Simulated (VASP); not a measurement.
# Ru (P6_3/mmc) in VASP: notebook

Ru is run at these levels: PBE; tasks: single point.

Everything below comes from runs of VASP 6.6.1. Logs are shortened: lines on timing, memory, paths and dates and some standing lists are left out, and cuts for length are marked.

### Step 1. The cell of the first run

It takes space group P6_3/mmc (No. 194, hexagonal). The conventional cell has a = 2.901 Å, b = 2.901 Å, c = 4.206 Å, α = 90.00°, β = 90.00°, γ = 120.00°. Within 3.5 Å of Ru (site symmetry -6m2) lie 12 Ru at 2.69 to 2.90 Å.

### Step 2. Single point, PBE (strained)

The input, INCAR:

```
SYSTEM = Ru
  PREC = Accurate
  ENCUT = 520
  EDIFF = 1E-6
  ISMEAR = 0
  SIGMA = 0.1
  LREAL = .FALSE.
  LASPH = .TRUE.
  NELM = 60
  ALGO = Fast
  ISIF = 2
  LWAVE = .FALSE.
  LCHARG = .FALSE.
  GGA = PE
  NBANDS = 21
```

The input, KPOINTS:

```
Automatic mesh
0
G
  18 18 10
  0 0 0
```

The input, POSCAR:

```
Ru
1.0
    2.9011580461      0.0000000000      0.0000000000
   -1.4505790231      2.5124765684      0.0000000000
    0.0000000000      0.0000000000      4.2056821800
Ru
2
Direct
    0.3333333333      0.6666666667      0.2500000000
    0.6666666667      0.3333333333      0.7500000000
```

Potentials or basis: VASP PAW PBE potentials, release 64 (Ru_pv).

Command:

```bash
> cat potpaw_PBE.64/Ru_pv/POTCAR > POTCAR
> mpirun -np 1 vasp_std > vasp.out
```

OUTCAR:

```text
SYSTEM = Ru
   PREC = Accurate
   ENCUT = 520
   EDIFF = 1E-6
   ISMEAR = 0
   LREAL = .FALSE.
   LASPH = .TRUE.
   NELM = 60
   ISIF = 2
   GGA = PE

 ion  position               nearest neighbor table
   1  0.333  0.667  0.250-   2 2.69   2 2.69   2 2.69   2 2.69   2 2.69   2 2.69
   2  0.667  0.333  0.750-   1 2.69   1 2.69   1 2.69   1 2.69   1 2.69   1 2.69

  LATTYP: Found a hexagonal cell.
 ALAT       =     2.9011580461
 C/A-ratio  =     1.4496563487

  Lattice vectors:

 A1 = (   2.9011580461,   0.0000000000,   0.0000000000)
 A2 = (  -1.4505790231,   2.5124765684,   0.0000000000)
 A3 = (   0.0000000000,   0.0000000000,   4.2056821800)

Analysis of symmetry for initial positions (statically):
=====================================================================
 Subroutine PRICEL returns:
 Original cell was already a primitive cell.

 Routine SETGRP: Setting up the symmetry group for a
 hexagonal supercell.

 Subroutine GETGRP returns: Found 24 space group operations
 (whereof 12 operations were pure point group operations)
 out of a pool of 24 trial point group operations.

The static configuration has the point symmetry D_3d.
 The point group associated with its full space group is D_6h.

Analysis of symmetry for dynamics (positions and initial velocities):
=====================================================================
 Subroutine PRICEL returns:
 Original cell was already a primitive cell.

 Routine SETGRP: Setting up the symmetry group for a
 hexagonal supercell.

 Subroutine GETGRP returns: Found 24 space group operations
 (whereof 12 operations were pure point group operations)
 out of a pool of 24 trial point group operations.

The dynamic configuration has the point symmetry D_3d.
 The point group associated with its full space group is D_6h.

 Subroutine INISYM returns: Found 24 space group operations
 (whereof 12 operations are pure point group operations),
 and found     1 'primitive' translations

----------------------------------------------------------------------------------------

                                     Primitive cell

  volume of cell :      30.6556

  direct lattice vectors                    reciprocal lattice vectors
     2.901158046  0.000000000  0.000000000     0.344689942  0.199006831  0.000000000
    -1.450579023  2.512476568  0.000000000     0.000000000  0.398013662  0.000000000
     0.000000000  0.000000000  4.205682180     0.000000000  0.000000000  0.237773554

  length of vectors
     2.901158046  2.901158046  4.205682180     0.398013662  0.398013662  0.237773554

  position of ions in fractional coordinates (direct lattice)
     0.333333333  0.666666667  0.250000000
     0.666666667  0.333333333  0.750000000

  ion indices of the primitive-cell ions
   primitive index   ion index
                 1           1
                 2           2

----------------------------------------------------------------------------------------

 KPOINTS: Automatic mesh

Automatic generation of k-mesh.
 Grid dimensions read from file:
 generate k-points for:   18   18   10

 Generating k-lattice:

  Cartesian coordinates                     Fractional coordinates (reciprocal lattice)
     0.019149441  0.011055935  0.000000000     0.055555556 -0.000000000  0.000000000
     0.000000000  0.022111870  0.000000000     0.000000000  0.055555556  0.000000000
     0.000000000  0.000000000  0.023777355     0.000000000  0.000000000  0.100000000

  Length of vectors
     0.022111870  0.022111870  0.023777355

  Shift w.r.t. Gamma in fractional coordinates (k-lattice)
     0.000000000  0.000000000  0.000000000

 Subroutine IBZKPT returns following result:
 ===========================================

 Found    222 irreducible k-points:

 Following reciprocal coordinates:
            Coordinates               Weight
  0.000000  0.000000  0.000000      1.000000
  0.055556 -0.000000  0.000000      6.000000
  0.111111 -0.000000  0.000000      6.000000
  0.166667  0.000000  0.000000      6.000000
  0.222222  0.000000  0.000000      6.000000
  0.277778  0.000000  0.000000      6.000000
[... 16 lines left out ...]
  0.333333  0.111111  0.000000     12.000000
  0.388889  0.111111  0.000000     12.000000
 [... further k-points ...]
   k-points           NKPTS =    222   k-points in BZ     NKDIM =    222   number of bands    NBANDS=     21
   number of dos      NEDOS =    301   number of ions     NIONS =      2
   total plane-waves  NPLWV =  18432
   dimension x,y,z NGX =    24 NGY =   24 NGZ =   32
   dimension x,y,z NGXF=    48 NGYF=   48 NGZF=   64
   ions per type =               2
   NGX,Y,Z   is equivalent  to a cutoff of  13.75, 13.75, 12.65 a.u.
   NGXF,Y,Z  is equivalent  to a cutoff of  27.51, 27.51, 25.30 a.u.
 SYSTEM =  Ru
   PREC   = accura    normal or accurate (medium, high low for compatibility)
   ISTART =      0    job   : 0-new  1-cont  2-samecut
   ICHARG =      2    charge: 1-file 2-atom 10-const
   ISPIN  =      1    spin polarized calculation?
   LNONCOLLINEAR =      F non collinear calculations
   LSORBIT =      F    spin-orbit coupling
   LASPH  =      T    aspherical Exc in radial PAW
   ENCUT  =  520.0 eV  38.22 Ry    6.18 a.u.   5.39  5.39  7.82*2*pi/ulx,y,z
   NELM   =     60;   NELMIN=  2; NELMDL= -5     # of ELM steps
   EDIFF  = 0.1E-05   stopping-criterion for ELM
   LREAL  =      F    real-space projection
   EDIFFG = 0.1E-04   stopping-criterion for IOM
   NSW    =      0    number of steps for IOM
   IBRION =     -1    ionic relax: 0-MD 1-quasi-New 2-CG
   NFREE  =      0    steps in history (QN), initial steepest desc. (CG)
   ISIF   =      2    stress and relaxation
   ISYM   =      2    0-nonsym 1-usesym 2-fastsym
   POTIM  = 0.5000    time-step for ionic-motion
   TEBEG  =    0.0;   TEEND  =   0.0 temperature during run
   PSTRESS=    0.0 pullay stress
   NELECT =      28.0000    total number of electrons
   NUPDOWN=      -1.0000    fix difference up-down
   EMIN   =  10.00;   EMAX   =-10.00  energy-range for DOS
   EFERMI =   0.00;   METHOD = LEGACY
   ISMEAR =     0;   SIGMA  =   0.10  broadening in eV -4-tet -1-fermi 0-gaus
   EFERMI_NEDOS =   21; number of points for ismear=-14 and -15
   IALGO  =     68    algorithm
   IMIX   =      4    mixing-type and parameters
     AMIX     =   0.40;   BMIX     =  1.00
     AMIX_MAG =   1.60;   BMIX_MAG =  1.00
  volume/ion in A,a.u.               =      15.33       103.44
  Fermi-wavevector in a.u.,A,eV,Ry     =   1.588392  3.001625 34.327330  2.522988
  Thomas-Fermi vector in A             =   2.687402
   LORBIT       =      0    0 simple, 1 ext, 2 COOP (PROOUT), +10 PAW based schemes
   GGA     = PE    functional components
   LHFCALC =     F    Hartree Fock is set to
   AEXX    =    0.0000 exact exchange contribution
   IVDW    =     0    specifies the selected vdW correction
   LEPSILON=     F    determine dielectric tensor
   LRPA    =     F    only Hartree local field effects (RPA)
 non-spin polarized calculation
 RMM-DIIS sequential band-by-band and
 Gauss-broadening in eV      SIGMA  =   0.10
  energy-cutoff  :      520.00
  volume of cell :       30.66
 maximum number of plane-waves:       850
 NGX is ok and might be reduce to    24
   NGX = 11   NGY = 11   NGZ = 15

 number of electron      27.9999994 magnetization

 Free energy of the ion-electron system (eV)
  ---------------------------------------------------
  ext. energy  EPLUGINS =         0.00000000
  ---------------------------------------------------
  free energy    TOTEN  =       -18.07693471 eV

  energy without entropy =      -18.06553085  energy(sigma->0) =      -18.07123278

 E-fermi :  10.7865     XC(G=0): -13.3666

 val. band max:       10.7810924455   @ k =   0.3333   0.2778   0.3000
 cond. band min:      10.7892219086   @ k =   0.1667   0.0000   0.4000
 fundamental gap:      0.0081294632
 Fermi energy:        10.7864855817

 k-point     1 :       0.0000    0.0000    0.0000
  band No.  band energies     occupation
      1     -32.5807      2.00000
      2     -31.9393      2.00000
      3     -31.9393      2.00000
      4     -31.7588      2.00000
      5     -31.7588      2.00000
      6     -31.6735      2.00000
[... 13 lines left out ...]
     20      21.3657      0.00000
     21      21.3731      0.00000

 k-point     2 :       0.0556   -0.0000    0.0000
  band No.  band energies     occupation
      1     -32.5733      2.00000
      2     -31.9499      2.00000
      3     -31.9439      2.00000
      4     -31.7706      2.00000
      5     -31.7596      2.00000
      6     -31.6784      2.00000
[... 13 lines left out ...]
     20      21.3655      0.00000
     21      21.3729      0.00000

 k-point     3 :       0.1111   -0.0000    0.0000
  band No.  band energies     occupation
      1     -32.5516      2.00000
      2     -31.9804      2.00000
      3     -31.9569      2.00000
      4     -31.8042      2.00000
      5     -31.7619      2.00000
      6     -31.6931      2.00000
[... 13 lines left out ...]
     20      21.3656      0.00000
     21      25.5576      0.00000

 k-point     4 :       0.1667    0.0000    0.0000
  band No.  band energies     occupation
      1     -32.5168      2.00000
      2     -32.0273      2.00000
      3     -31.9762      2.00000
      4     -31.8550      2.00000
      5     -31.7660      2.00000
      6     -31.7172      2.00000
[... 13 lines left out ...]
     20      21.3654      0.00000
     21      21.3715      0.00000

 k-point     5 :       0.2222    0.0000    0.0000
  band No.  band energies     occupation
      1     -32.4709      2.00000
      2     -32.0853      2.00000
      3     -31.9991      2.00000
      4     -31.9161      2.00000
      5     -31.7718      2.00000
      6     -31.7500      2.00000
[... 13 lines left out ...]
     20      21.3690      0.00000
     21      23.7523      0.00000
[... 382 lines left out ...]
     20      21.9264      0.00000
     21      23.5740      0.00000

 k-point    22 :       0.2778    0.1111    0.0000
  band No.  band energies     occupation
      1     -32.3404      2.00000
      2     -32.2000      2.00000
      3     -32.1023      2.00000
      4     -32.0011      2.00000
      5     -31.8496      2.00000
      6     -31.8105      2.00000
[... 13 lines left out ...]
     20      20.8797      0.00000
     21      22.5676      0.00000

 k-point    23 :       0.3333    0.1111    0.0000
  band No.  band energies     occupation
      1     -32.2830      2.00000
      2     -32.2476      2.00000
      3     -32.1159      2.00000
      4     -32.0431      2.00000
      5     -31.8968      2.00000
      6     -31.8186      2.00000
[... 13 lines left out ...]
     20      21.4245      0.00000
     21      21.6983      0.00000

 k-point    24 :       0.3889    0.1111    0.0000
  band No.  band energies     occupation
      1     -32.2788      2.00000
      2     -32.2360      2.00000
      3     -32.1189      2.00000
      4     -32.0760      2.00000
      5     -31.9372      2.00000
      6     -31.8239      2.00000
[... 13 lines left out ...]
     20      21.3021      0.00000
     21      22.3807      0.00000

 [... further k-points ...]

------------------------ aborting loop because EDIFF is reached ----------------------------------------

  FORCE on cell =-STRESS in cart. coord.  units (eV):
  Direction    XX          YY          ZZ          XY          YZ          ZX
  --------------------------------------------------------------------------------------
  -------------------------------------------------------------------------------------
  Total       -5.8461718     -5.8461718     -1.5944457      0.0000000      0.0000000      0.0000000
  in kB     -305.5429710   -305.5429711    -83.3317424      0.0000000      0.0000000      0.0000000
  external PRESSURE =    -231.4725615 kB  Pullay stress =       0.0000000 kB

 VOLUME and BASIS-vectors are now :
 -----------------------------------------------------------------------------
  energy-cutoff  :      520.00
  volume of cell :       30.66
      direct lattice vectors                 reciprocal lattice vectors
     2.901158046  0.000000000  0.000000000     0.344689942  0.199006831  0.000000000
    -1.450579023  2.512476568  0.000000000     0.000000000  0.398013662  0.000000000
     0.000000000  0.000000000  4.205682180     0.000000000  0.000000000  0.237773554

 POSITION                                       TOTAL-FORCE (eV/Angst)
 -----------------------------------------------------------------------------------
     -0.00000      1.67498      1.05142         0.000000     -0.000000      0.000000
      1.45058      0.83749      3.15426        -0.000000      0.000000      0.000000
 -----------------------------------------------------------------------------------
    total drift:                               -0.000000      0.000000     -0.000000

  FREE ENERGIE OF THE ION-ELECTRON SYSTEM (eV)
  ---------------------------------------------------
  free  energy   TOTEN  =       -18.0769347100 eV

  energy  without entropy=      -18.0655308475  energy(sigma->0) =      -18.07123278
```

Run time: 2.8 min. Hardware: 1 thread of Intel Xeon 8259CL, shared host; peak memory 0.23 GiB.

Results:

- Free energy: -18.0769 eV
- Pressure: -23.1 GPa
- Band gap on the k mesh: zero (bands 14 and 15 overlap by 2.44 eV)

Stress tensor (GPa, compression positive):
```
-30.55   0.00   0.00
  0.00 -30.55   0.00
  0.00   0.00  -8.33
```

Caveat: the cell differs from its parent crystal (strained); the stress differs along the axes, from -31 to -8 GPa.

### Step 3. Single point, PBE (strained)

The input, INCAR:

```
PREC     = Accurate       # precision mode
ENCUT    = 520            # plane-wave cutoff, eV
EDIFF    = 1E-6           # SCF threshold, eV
ISMEAR   = 0              # smearing method
SIGMA    = 0.1            # smearing width, eV
LREAL    = F              # projectors in reciprocal space
LASPH    = T              # aspherical terms in the spheres
NELM     = 100            # most SCF steps
ALGO     = Normal         # electronic algorithm
ISIF     = 2              # what is computed and relaxed
LWAVE    = F              # write WAVECAR
LCHARG   = T              # write CHGCAR
GGA      = PE             # functional
LELF     = T              # ELF
LVHAR    = T            
NBANDS   = 21             # bands
```

The input, KPOINTS:

```
regular mesh
0
Gamma
  18 18 10
```

The input, POSCAR:

```
Ru
1.0
    2.7749325072      0.0000000000      0.0000000000
   -1.3874662536      2.4031620451      0.0000000000
    0.0000000000      0.0000000000      4.0059315450
Ru
2
Direct
    0.3333333333      0.6666666667      0.2500000000
    0.6666666667      0.3333333333      0.7500000000
```

Potentials or basis: VASP PAW PBE potentials, release 64 (Ru_pv).

Command:

```bash
> cat potpaw_PBE.64/Ru_pv/POTCAR > POTCAR
> mpirun -np 1 vasp_std > vasp.out
```

It took 1.9 min on 1 thread of Intel Xeon 8259CL, shared host; peak memory 0.22 GiB.

It converged, with:

```yaml
Free_energy: -18.2304 eV
Pressure: 14.4 GPa
Band_gap_on_the_k_mesh: zero (bands 14 and 15 overlap by 3.02 eV)
```

Stress tensor (GPa, compression positive):
```
 0.59  0.00  0.00
 0.00  0.59  0.00
 0.00  0.00 42.08
```

Levels at points of the mesh, in eV from the Fermi level:
| k point | band 11 | band 12 | band 13 | band 14 | band 15 | band 16 | band 17 | band 18 |
| --- | --- | --- | --- | --- | --- | --- | --- | --- |
| (0.00, 0.00, 0.00) | -2.18 | -2.18 | -1.90 | -1.90 | -1.65 | 1.16 | 1.16 | 2.42 |
| (0.50, 0.00, 0.00) | -2.18 | -1.60 | -1.06 | 0.83 | 1.51 | 2.33 | 3.82 | 5.84 |
| (0.00, 0.00, 0.50) | -3.28 | -3.28 | -2.28 | -2.28 | 0.67 | 0.67 | 0.67 | 0.67 |
| (0.50, 0.00, 0.50) | -1.49 | -1.49 | 0.34 | 0.34 | 1.28 | 1.28 | 3.28 | 3.28 |

Caveat: the cell differs from its parent crystal (strained); the stress differs along the axes, from 1 to 42 GPa.

### Step 4. Single point, PBE (strained)

The input, INCAR:

```
PREC = Accurate ; ENCUT = 520
EDIFF = 1E-6 ; ISMEAR = 0
SIGMA = 0.1 ; LREAL = F
LASPH = T ; NELM = 60
ALGO = Normal ; ISIF = 2
LWAVE = F ; LCHARG = T
GGA = PE ; LELF = T
LVHAR = T ; NBANDS = 21
```

The input, KPOINTS:

```
Automatic mesh
0
Gamma
  18 18 10
```

The input, POSCAR:

```
Ru
1.0
    2.7752572031      0.0000000000      0.0000000000
   -1.3876286016      2.4034432400      0.0000000000
    0.0000000000      0.0000000000      4.1349023730
Ru
2
Direct
    0.3333333333      0.6666666667      0.2500000000
    0.6666666667      0.3333333333      0.7500000000
```

Command:

```bash
> cat potpaw_PBE.64/Ru_pv/POTCAR > POTCAR
> mpirun -np 1 vasp_std > vasp.out
```

Wall time 2.1 min (1 thread of Intel Xeon 8259CL, shared host); peak memory 0.23 GiB.

It converged, with:

* Free energy: -18.3888 eV
* Pressure: 1.3 GPa
* Band gap on the k mesh: zero (bands 14 and 15 overlap by 3.13 eV)

Stress tensor (GPa, compression positive):
```
-6.83  0.00  0.00
 0.00 -6.83  0.00
 0.00  0.00 17.63
```

Levels at points of the mesh, in eV from the Fermi level:
| k point | band 12 | band 13 | band 14 | band 15 | band 16 | band 17 |
| --- | --- | --- | --- | --- | --- | --- |
| (0.00, 0.00, 0.00) | -1.83 | -1.83 | -1.82 | -1.82 | 1.13 | 1.13 |
| (0.50, 0.00, 0.00) | -1.71 | -1.18 | 1.00 | 1.55 | 2.09 | 3.79 |
| (0.00, 0.00, 0.50) | -2.96 | -2.36 | -2.36 | 0.58 | 0.58 | 0.58 |
| (0.50, 0.00, 0.50) | -1.28 | 0.37 | 0.37 | 1.36 | 1.36 | 3.24 |

Caveat: the cell differs from its parent crystal (strained); the stress differs along the axes, from -7 to 18 GPa.

(Part 1 of 2 ends here.)

The gap in the log of VASP goes by the Fermi energy; the results here count the filled bands.